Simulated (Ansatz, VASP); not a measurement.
## One calculation of ZrS, two programs

Contents of POSCAR:

```
ZrS
1.0
    0.0000000000      2.5732775342      2.6908384368
    2.5732775342      0.0000000000      2.6908384368
    2.5732775342      2.5732775342      0.0000000000
Zr S
1 1
Direct
    0.0000000000      0.0000000000      0.0000000000
    0.5000000000      0.5000000000      0.5000000000
```

Contents of INCAR.step1:

```
SYSTEM = ZrS
ALGO = Normal
EDIFF = 1E-4
ENCUT = 520
GGA = PE
ISMEAR = 0
LASPH = .True.
LCHARG = .False.
LREAL = .False.
LWAVE = .True.
NBANDS = 16
NELM = 80
PREC = Accurate
SIGMA = 0.15
```

The input INCAR.step2:

```
SYSTEM = ZrS
ALGO = Normal
EDIFF = 1E-6
ENCUT = 520
ISIF = 2
ISMEAR = 0
ISTART = 1
LASPH = .True.
LCHARG = .True.
LELF = .True.
LMIXTAU = .True.
LREAL = .False.
LVHAR = .True.
LWAVE = .False.
METAGGA = R2SCAN
NBANDS = 16
NELM = 80
PREC = Accurate
SIGMA = 0.15
```

KPOINTS

```
k-points
0
Gamma
  20 20 20
  0 0 0
```

Input for Ansatz:

```yaml
crystal:
  lattice:
    - [0.0, 2.5732775342, 2.6908384368]
    - [2.5732775342, 0.0, 2.6908384368]
    - [2.5732775342, 2.5732775342, 0.0]
  atoms:
    - { symbol: Zr, position: [0.0, 0.0, 0.0] }
    - { symbol: S, position: [0.5, 0.5, 0.5] }
basis:
  ecutwfc: 500
kpoints:
  mp_grid: { grid: [20, 20, 20] }
hamiltonian:
  xc: r2scan
scf:
  occupations: { method: gaussian, width: 0.15 }
output:
  forces: true
  stress: true
  eigenvalues: true
```

Change from the starting cell: strain -0.015 along x and y, +0.030 along z, atoms carried along.

Alike in both runs: task single point; functional r2SCAN; k mesh 20 × 20 × 20; occupations gaussian, width 0.15 eV; no spin polarisation.

|  | VASP | Ansatz |
| --- | --- | --- |
| version | VASP 6.6.1 | Ansatz 0.2.0 |
| potentials or method | VASP PAW PBE potentials, release 64 (Zr_sv, S), cutoff 520 eV | scalar-relativistic, plane waves, PAW |
| valence electrons in the cell | 18 | 18 |

VASP gave:

| Property | Result |
| --- | --- |
| gap on the k mesh at the Fermi level (eV) | none |
| pressure (GPa) | 0.8 |
| traceless stress, the component that is largest in VASP (GPa) | -7.69 |

Problem. What did Ansatz give for the same quantities?

Solution. gap on the k mesh at the Fermi level (eV): none; pressure (GPa): 0.8; traceless stress, the component that is largest in VASP (GPa): -7.68.

VASP's potentials were made for PBE, not for r2SCAN. A gap of «none» marks a metal or a gap that the smearing closes. The functional is the same, so the differences come from potentials, cutoffs and numerics.
